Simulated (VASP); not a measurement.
Wanted: the native input for a VASP 6.6.1 run.

* Task: single point
* Functional: LDA
* Potentials or basis: VASP PAW LDA potentials, release 64 (Mg, Se)
* Cutoff: 600 eV
* k mesh: 10 × 10 × 10
* Occupations: gaussian, width 0.02 eV
* Spin: no spin polarisation
* Dipole correction: no
* Further INCAR settings: ALGO = Normal; EDIFF = 1e-06; NBANDS = 11

The structure of MgSe (f.blda) lies in POSCAR:

```
MgSe
1.0
    0.0000000000      2.6958605978      2.6958605978
    2.6958605978      0.0000000000      2.6958605978
    2.6958605978      2.6958605978      0.0000000000
Mg Se
1 1
Direct
    0.0000000000      0.0000000000      0.0000000000
    0.5000000000      0.5000000000      0.5000000000
```

These files were run (other wordings do the same):

INCAR

```
PREC = Accurate
ENCUT = 600
EDIFF = 1E-6
ISMEAR = 0
SIGMA = 0.02
LREAL = F
LASPH = T
NELM = 120
ALGO = Normal
ISIF = 2
LWAVE = F
LCHARG = F
GGA = CA
NBANDS = 11
GGA_COMPAT = F
```

KPOINTS

```
regular mesh
0
Gamma
  10 10 10
```

Potentials or basis: VASP PAW LDA potentials, release 64 (Mg, Se).

The run is started by

```console
$ cat potpaw_LDA.64/Mg/POTCAR potpaw_LDA.64/Se/POTCAR > POTCAR
$ mpirun -np 1 vasp_std > vasp.out
```

Results of the run:

```json
{"Pressure": "-0.3 GPa", "Band gap on the k mesh": "1.70 eV, indirect (least direct gap 2.62 eV)"}
```

It took 26 s on 1 thread of Intel(R) Xeon(R) Platinum 8375C CPU @ 2.90GHz (Ice Lake), on a shared host, peak memory 0.16 GiB.
